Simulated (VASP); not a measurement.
Runs of VASP 6.6.1 on Ir. The structure is that of space group I4/mmm (No. 139), or close to it. The cells are those of the table. 

| cell | gap on the mesh (eV) | pressure (GPa) |
| --- | --- | --- |
| a = 2.784, b = 2.784, c = 2.851 Å, angles 59.2, 59.2, 61.6°, 1 atom | none | -25.8 |
| a = 2.751, b = 2.751, c = 2.851 Å, angles 58.8, 58.8, 62.4°, 1 atom | none | -18.8 |
| a = 2.718, b = 2.718, c = 2.851 Å, angles 58.4, 58.4, 63.2°, 1 atom | none | (a) |
| a = 2.716, b = 2.716, c = 2.783 Å, angles 59.2, 59.2, 61.6°, 1 atom | none | -4.4 |

Alike in all rows: task single point; level r2SCAN; potentials or basis VASP PAW PBE potentials, release 64 (Ir); no spin polarisation; k mesh 22 × 22 × 22; cutoff (eV) 520; smearing gaussian 0.15 eV.

Fill in the values left out.

(a) -10.4.

Caveats: the PAW data sets were made with another functional, which shifts forces and pressure a little; spin-orbit coupling is left out, which moves the levels of the heavy elements; the stress differs along the axes, from -30 to -17 GPa (at least some runs); the stress differs along the axes, from -26 to -4 GPa (at least some runs); the stress differs along the axes, from -21 to 10 GPa (at least some runs); the stress differs along the axes, from -10 to 7 GPa (at least some runs).

A k mesh can miss the band edges, and the runs leave out spin-orbit coupling on Ir.

A gap of «none» marks levels without a gap at the run's occupations.
